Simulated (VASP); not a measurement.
# Be2ZnTe2O (I4/mmm) in VASP: further runs, part 3 of 3

VASP 6.6.1.

### 5 Single point, PBE

This run uses another cell than the first one, of 20.69 Å³/atom.

The input, INCAR:

```
  ALGO = Normal
  EDIFF = 1E-6
  ENCUT = 520
  GGA = PE
  ISIF = 2
  ISMEAR = 0
  LASPH = T
  LCHARG = T
  LELF = T
  LREAL = F
  LVHAR = T
  LWAVE = F
  NBANDS = 26
  NELM = 60
  PREC = Accurate
  SIGMA = 0.1
```

The input, KPOINTS:

```
k-points
0
Gamma
  12 12 12
```

The input, POSCAR:

```
Be2ZnTe2O
1.0
   -2.3680564949      2.3680564949      5.5347110684
    2.3680564949     -2.3680564949      5.5347110684
    2.3680564949      2.3680564949     -5.5347110684
Be Zn Te O
2 1 2 1
Direct
    0.1294898775      0.1294898775      0.0000000000
    0.8705101225      0.8705101225      0.0000000000
    0.5000000000      0.5000000000      0.0000000000
    0.2500000000      0.7500000000      0.5000000000
    0.7500000000      0.2500000000      0.5000000000
    0.0000000000      0.0000000000      0.0000000000
```

Potentials or basis: VASP PAW PBE potentials, release 64 (Be, Zn, Te, O).

Started as:

```
cat potpaw_PBE.64/Be/POTCAR potpaw_PBE.64/Zn/POTCAR potpaw_PBE.64/Te/POTCAR potpaw_PBE.64/O/POTCAR > POTCAR
mpirun -np 1 vasp_std > vasp.out
```

OUTCAR:

```text
EDIFF = 1E-6
   ENCUT = 520
   GGA = PE
   ISIF = 2
   ISMEAR = 0
   LASPH = T
   LREAL = F
   NELM = 60
   PREC = Accurate

 ion  position               nearest neighbor table
   1  0.129  0.129  0.000-   6 1.43   4 2.72   5 2.72   4 2.72   5 2.72
   2  0.871  0.871  0.000-   6 1.43   5 2.72   4 2.72   5 2.72   4 2.72
   3  0.500  0.500  0.000-
   4  0.250  0.750  0.500-   2 2.72   1 2.72   2 2.72   1 2.72   5 3.35   5 3.35   5 3.35   5 3.35

   5  0.750  0.250  0.500-   2 2.72   1 2.72   2 2.72   1 2.72   4 3.35   4 3.35   4 3.35   4 3.35

   6  0.000  0.000  0.000-   1 1.43   2 1.43

  LATTYP: Found a body centered tetragonal cell.
 ALAT       =     4.7361129898
 C/A-ratio  =     2.3372377645

  Lattice vectors:

 A1 = (  -2.3680564949,   2.3680564949,   5.5347110684)
 A2 = (   2.3680564949,  -2.3680564949,   5.5347110684)
 A3 = (   2.3680564949,   2.3680564949,  -5.5347110684)

Analysis of symmetry for initial positions (statically):
=====================================================================
 Subroutine PRICEL returns:
 Original cell was already a primitive cell.

 Routine SETGRP: Setting up the symmetry group for a
 body centered tetragonal supercell.

 Subroutine GETGRP returns: Found 16 space group operations
 (whereof 16 operations were pure point group operations)
 out of a pool of 16 trial point group operations.

The static configuration has the point symmetry D_4h.

Analysis of symmetry for dynamics (positions and initial velocities):
=====================================================================
 Subroutine PRICEL returns:
 Original cell was already a primitive cell.

 Routine SETGRP: Setting up the symmetry group for a
 body centered tetragonal supercell.

 Subroutine GETGRP returns: Found 16 space group operations
 (whereof 16 operations were pure point group operations)
 out of a pool of 16 trial point group operations.

The dynamic configuration has the point symmetry D_4h.

 Subroutine INISYM returns: Found 16 space group operations
 (whereof 16 operations are pure point group operations),
 and found     1 'primitive' translations

----------------------------------------------------------------------------------------

                                     Primitive cell

  volume of cell :     124.1478

  direct lattice vectors                    reciprocal lattice vectors
    -2.368056495  2.368056495  5.534711068     0.000000000  0.211143611  0.090338952
     2.368056495 -2.368056495  5.534711068     0.211143611  0.000000000  0.090338952
     2.368056495  2.368056495 -5.534711068     0.211143611  0.211143611  0.000000000

  length of vectors
     6.469034684  6.469034684  6.469034684     0.229657900  0.229657900  0.298602159

  position of ions in fractional coordinates (direct lattice)
     0.129489877  0.129489877  0.000000000
     0.870510123  0.870510123  0.000000000
     0.500000000  0.500000000  0.000000000
     0.250000000  0.750000000  0.500000000
     0.750000000  0.250000000  0.500000000
     0.000000000  0.000000000  0.000000000

  ion indices of the primitive-cell ions
   primitive index   ion index
                 1           1
                 2           2
                 3           3
                 4           4
                 5           5
[... 22 lines left out ...]

 Subroutine IBZKPT returns following result:
 ===========================================

 Found    163 irreducible k-points:

 Following reciprocal coordinates:
            Coordinates               Weight
  0.000000  0.000000  0.000000      1.000000
  0.083333  0.000000  0.000000      8.000000
  0.166667  0.000000  0.000000      8.000000
  0.250000 -0.000000  0.000000      8.000000
  0.333333  0.000000  0.000000      8.000000
  0.416667 -0.000000  0.000000      8.000000
[... 16 lines left out ...]
  0.500000  0.166667  0.000000     16.000000
 -0.416667  0.166667 -0.000000     16.000000
 [... further k-points ...]
   k-points           NKPTS =    163   k-points in BZ     NKDIM =    163   number of bands    NBANDS=     26
   number of dos      NEDOS =    301   number of ions     NIONS =      6
   total plane-waves  NPLWV = 110592
   dimension x,y,z NGX =    48 NGY =   48 NGZ =   48
   dimension x,y,z NGXF=    96 NGYF=   96 NGZF=   96
   ions per type =               2   1   2   1
   NGX,Y,Z   is equivalent  to a cutoff of  12.34, 12.34, 12.34 a.u.
   NGXF,Y,Z  is equivalent  to a cutoff of  24.67, 24.67, 24.67 a.u.
 SYSTEM =  unknown system
   PREC   = accura    normal or accurate (medium, high low for compatibility)
   ISTART =      0    job   : 0-new  1-cont  2-samecut
   ICHARG =      2    charge: 1-file 2-atom 10-const
   ISPIN  =      1    spin polarized calculation?
   LNONCOLLINEAR =      F non collinear calculations
   LSORBIT =      F    spin-orbit coupling
   LASPH  =      T    aspherical Exc in radial PAW
   ENCUT  =  520.0 eV  38.22 Ry    6.18 a.u.  12.03 12.03 12.03*2*pi/ulx,y,z
   NELM   =     60;   NELMIN=  2; NELMDL= -5     # of ELM steps
   EDIFF  = 0.1E-05   stopping-criterion for ELM
   LREAL  =      F    real-space projection
   EDIFFG = 0.1E-04   stopping-criterion for IOM
   NSW    =      0    number of steps for IOM
   IBRION =     -1    ionic relax: 0-MD 1-quasi-New 2-CG
   NFREE  =      0    steps in history (QN), initial steepest desc. (CG)
   ISIF   =      2    stress and relaxation
   ISYM   =      2    0-nonsym 1-usesym 2-fastsym
   POTIM  = 0.5000    time-step for ionic-motion
   TEBEG  =    0.0;   TEEND  =   0.0 temperature during run
   PSTRESS=    0.0 pullay stress
   NELECT =      34.0000    total number of electrons
   NUPDOWN=      -1.0000    fix difference up-down
   EMIN   =  10.00;   EMAX   =-10.00  energy-range for DOS
   EFERMI =   0.00;   METHOD = LEGACY
   ISMEAR =     0;   SIGMA  =   0.10  broadening in eV -4-tet -1-fermi 0-gaus
   EFERMI_NEDOS =   21; number of points for ismear=-14 and -15
   IALGO  =     38    algorithm
   IMIX   =      4    mixing-type and parameters
     AMIX     =   0.40;   BMIX     =  1.00
     AMIX_MAG =   1.60;   BMIX_MAG =  1.00
  volume/ion in A,a.u.               =      20.69       139.63
  Fermi-wavevector in a.u.,A,eV,Ry     =   1.063134  2.009032 15.378046  1.130254
  Thomas-Fermi vector in A             =   2.198609
   LORBIT       =      0    0 simple, 1 ext, 2 COOP (PROOUT), +10 PAW based schemes
   GGA     = PE    functional components
   LHFCALC =     F    Hartree Fock is set to
   AEXX    =    0.0000 exact exchange contribution
   IVDW    =     0    specifies the selected vdW correction
   LEPSILON=     F    determine dielectric tensor
   LRPA    =     F    only Hartree local field effects (RPA)
 non-spin polarized calculation
 Gauss-broadening in eV      SIGMA  =   0.10
  energy-cutoff  :      520.00
  volume of cell :      124.15
 maximum number of plane-waves:      3372
   NGX = 25   NGY = 25   NGZ = 25

 number of electron      33.9999998 magnetization

 Free energy of the ion-electron system (eV)
  ---------------------------------------------------
  ext. energy  EPLUGINS =         0.00000000
  ---------------------------------------------------
  free energy    TOTEN  =       -22.57415428 eV

  energy without entropy =      -22.56059791  energy(sigma->0) =      -22.56737610

 E-fermi :   3.7845     XC(G=0):  -9.1613

 val. band max:        3.7844986708   @ k =  -0.1667  -0.4167   0.0833
 cond. band min:       3.7997006108   @ k =  -0.3333   0.4167   0.1667
 fundamental gap:      0.0152019399
 Fermi energy:         3.7845435815

 k-point     1 :       0.0000    0.0000    0.0000
  band No.  band energies     occupation
      1     -14.3592      2.00000
      2      -8.8409      2.00000
      3      -5.6435      2.00000
      4      -2.3677      2.00000
      5      -2.0330      2.00000
      6      -2.0330      2.00000
[... 685 lines left out ...]
     25      10.2615      0.00000
     26      10.8337      0.00000

 [... further k-points ...]
[... 5 lines left out ...]
  --------------------------------------------------------------------------------------
  -------------------------------------------------------------------------------------
  Total        0.0275879      0.0275879     -0.0660911      0.0000000      0.0000000      0.0000000
  in kB        0.3560325      0.3560325     -0.8529320      0.0000000      0.0000000      0.0000000
  external PRESSURE =      -0.0469557 kB  Pullay stress =       0.0000000 kB

 VOLUME and BASIS-vectors are now :
 -----------------------------------------------------------------------------
  energy-cutoff  :      520.00
  volume of cell :      124.15
      direct lattice vectors                 reciprocal lattice vectors
    -2.368056495  2.368056495  5.534711068     0.000000000  0.211143611  0.090338952
     2.368056495 -2.368056495  5.534711068     0.211143611  0.000000000  0.090338952
     2.368056495  2.368056495 -5.534711068     0.211143611  0.211143611  0.000000000

 POSITION                                       TOTAL-FORCE (eV/Angst)
 -----------------------------------------------------------------------------------
      0.00000      0.00000      1.43338         0.000000      0.000000     -0.034325
      0.00000      0.00000      9.63604        -0.000000     -0.000000      0.034325
      0.00000      0.00000      5.53471         0.000000      0.000000      0.000000
      2.36806     -0.00000      2.76736         0.000000      0.000000      0.000000
     -0.00000      2.36806      2.76736         0.000000      0.000000      0.000000
      0.00000      0.00000      0.00000         0.000000      0.000000      0.000000
 -----------------------------------------------------------------------------------
    total drift:                                0.000000     -0.000000      0.000000

  FREE ENERGIE OF THE ION-ELECTRON SYSTEM (eV)
  ---------------------------------------------------
  free  energy   TOTEN  =       -22.5741542791 eV

  energy  without entropy=      -22.5605979136  energy(sigma->0) =      -22.56737610
```

Run time: 6.1 min. Hardware: 1 thread of Intel Xeon 6975P-C (Granite Rapids), shared host; peak memory 0.73 GiB.

What came out:

```yaml
Free_energy: -22.5742 eV
Pressure: 0.0 GPa
Largest_force: 0.034 eV/Å
Band_gap_on_the_k_mesh: zero (bands 17 and 18 overlap by 2.61 eV)
```

Forces in eV/Å, atoms in the order of the input:
```
Be   0.000  0.000 -0.034
Be   0.000  0.000  0.034
Zn   0.000  0.000  0.000
Te   0.000  0.000  0.000
Te   0.000  0.000  0.000
O    0.000  0.000  0.000
```

Caveat: spin-orbit coupling is left out, which moves the levels of the heavy elements.

### 6 Summary

| task | cell | k mesh | cutoff (eV) | gap on the mesh (eV) | pressure (GPa) | largest force (eV/Å) |
| --- | --- | --- | --- | --- | --- | --- |
| single point | a = 6.231 Å, angles 141.0, 141.0, 56.3°, 6 atoms, atomic positions A | 6 × 6 × 6 | 520 | none | 33.8 | 9.63 |
| single point | a = 6.445 Å, angles 136.8, 136.8, 62.8°, 6 atoms, atomic positions B | 6 × 6 × 6 | 520 | none | 0.0 | 0.03 |
| relaxation of cell and atoms | relaxed from a = 6.231 Å, angles 141.0, 141.0, 56.3°, 6 atoms, atomic positions A | 6 × 6 × 6 | 600 | none | -0.1 | - |
| single point | a = 6.469 Å, angles 137.1, 137.1, 62.4°, 6 atoms, atomic positions B | 12 × 12 × 12 | 520 | none | 0.0 | 0.03 |

Alike in all rows: level PBE; potentials or basis VASP PAW PBE potentials, release 64 (Be, Zn, Te, O); no spin polarisation; smearing gaussian 0.1 eV.

Caveats: spin-orbit coupling is left out, which moves the levels of the heavy elements; the cell stands under pressure (at least some runs); semilocal functionals underestimate gaps, so a narrow gap can read as zero (at least some runs); forces of over 1 eV/Å act on the atoms, so gaps and moduli don't describe the material at rest (at least some runs); the volume moved by over 15 % at a fixed basis, so the end points are rough (at least some runs).

Total energies depend on the potentials used, so only differences within one code and one set of settings carry meaning.
